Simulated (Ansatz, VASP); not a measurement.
LiH: VASP beside Ansatz

```xyz
2
Lattice="0.0000 1.9985 1.9985 1.9985 0.0000 1.9985 1.9985 1.9985 0.0000" Properties=species:S:1:pos:R:3 pbc="T T T"
Li    0.0000    0.0000    0.0000
H     1.9985    1.9985    1.9985
```

Alike in both runs: task single point; functional r2SCAN; k mesh 10 × 10 × 10; no spin polarisation.

|  | VASP | Ansatz |
| --- | --- | --- |
| version | VASP 6.6.1 | Ansatz 0.2.0 |
| potentials or method | VASP PAW PBE potentials, release 64 (Li_sv, H) | plane waves, PAW |
| plane-wave cutoff (eV) | 520 | 500 |
| occupations | gaussian, width 0.01 eV | fixed |
| valence electrons in the cell | 4 | 4 |

|  | VASP | Ansatz | Ansatz less VASP |
| --- | --- | --- | --- |
| gap on the k mesh at the Fermi level (eV) | 3.58 | 3.63 | +0.048 |

VASP's potentials were made for PBE, not for r2SCAN.

Noted on VASP's run: the cutoff is short for stress, so the pressure is rough.
